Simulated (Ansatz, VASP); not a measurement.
Au: VASP beside Ansatz

INCAR

```
  PREC = Accurate
  ENCUT = 600
  EDIFF = 1E-6
  ISMEAR = 0
  SIGMA = 0.1
  LREAL = False
  LASPH = True
  NELM = 60
  ALGO = Normal
  ISIF = 3
  LWAVE = False
  LCHARG = False
  GGA = PS
  IBRION = 2
  NSW = 100
  EDIFFG = -0.005
```

KPOINTS

```
regular mesh
0
Gamma
  18 18 18
```

The input POSCAR:

```
Au
1.0
    0.0000000000      2.0399988786      2.0399988786
    2.0399988786      0.0000000000      2.0399988786
    2.0399988786      2.0399988786      0.0000000000
Au
1
Direct
    0.0000000000      0.0000000000      0.0000000000
```

Input for Ansatz:

```yaml
crystal:
  lattice:
    - [0.0, 2.0399988786, 2.0399988786]
    - [2.0399988786, 0.0, 2.0399988786]
    - [2.0399988786, 2.0399988786, 0.0]
  atoms:
    - { symbol: Au, position: [0.0, 0.0, 0.0] }
basis:
  ecutwfc: 420
kpoints:
  mp_grid: { grid: [18, 18, 18] }
hamiltonian:
  xc: pbesol
scf:
  occupations: { method: gaussian, width: 0.1 }
output:
  forces: true
  stress: true
  eigenvalues: true
  write_density: true
  write_potential: true
  elf: true
  volumetric_format: npy
relax:
  adjacent_minimum: "off"
  f_tol: 0.005
  max_steps: 80
  cell: { stress_tol: 0.05 }
```

Alike in both runs: task relaxation of cell and atoms; functional PBEsol; k mesh 18 × 18 × 18; occupations gaussian, width 0.1 eV; no spin polarisation.

|  | VASP | Ansatz |
| --- | --- | --- |
| version | VASP 6.6.1 | Ansatz 0.2.0 |
| potentials or method | VASP PAW PBE potentials, release 64 (Au), cutoff 600 eV | scalar-relativistic, plane waves, PAW |
| valence electrons in the cell | 11 | 19 |

Ansatz gave:

* gap on the k mesh at the Fermi level, each at its own relaxed structure (eV): none
* relaxed volume (Å³/atom): 17.03
* relaxed cell length with the largest relative difference (Å): 2.888

Problem. Estimate VASP's values.

Solution. gap on the k mesh at the Fermi level, each at its own relaxed structure (eV): none; relaxed volume (Å³/atom): 17.01; relaxed cell length with the largest relative difference (Å): 2.887.

VASP's potentials were made for PBE, not for PBEsol. A gap of «none» marks a metal or a gap that the smearing closes. VASP's potentials hold 11 valence electrons a cell and Ansatz's 19, so a difference there can come from the potentials and not from the codes.

Spin-orbit coupling is off throughout.
